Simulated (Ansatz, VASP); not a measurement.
# Two plane-wave programs on InP

```
CELL_PARAMETERS angstrom
0.00000 2.77020 2.77020
2.83474 0.00000 2.77020
2.83474 2.77020 0.00000
ATOMIC_POSITIONS crystal
In 0.98630 0.01370 0.01370
P 0.55077 0.44923 0.44923
```

Change from the starting cell: mode 4 frozen in at -0.281 Å, normal strain along x +0.0233.

Alike in both runs: task single point; functional PBE; k mesh 14 × 14 × 14; occupations gaussian, width 0.15 eV; no spin polarisation.

|  | VASP | Ansatz |
| --- | --- | --- |
| version | VASP 6.6.1 | Ansatz 0.2.0 |
| potentials or method | VASP PAW PBE potentials, release 64 (In_d, P), cutoff 520 eV | scalar-relativistic, plane waves, PAW |
| valence electrons in the cell | 18 | 18 |

VASP gave:

| Item | Value |
| --- | --- |
| gap on the k mesh at the Fermi level (eV) | none |
| pressure (GPa) | 1.5 |
| traceless stress, the component that is largest in VASP (GPa) | 8.00 |
| rms of the force components (eV/Å) | 0.564 |

Task: What did Ansatz give for the same quantities?

Result: gap on the k mesh at the Fermi level (eV): none; pressure (GPa): 1.6; traceless stress, the component that is largest in VASP (GPa): 8.07; rms of the force components (eV/Å): 0.569.

Atom by atom the forces differ by 0.005 eV/Å (rms over components). A gap of «none» marks a metal or a gap that the smearing closes.
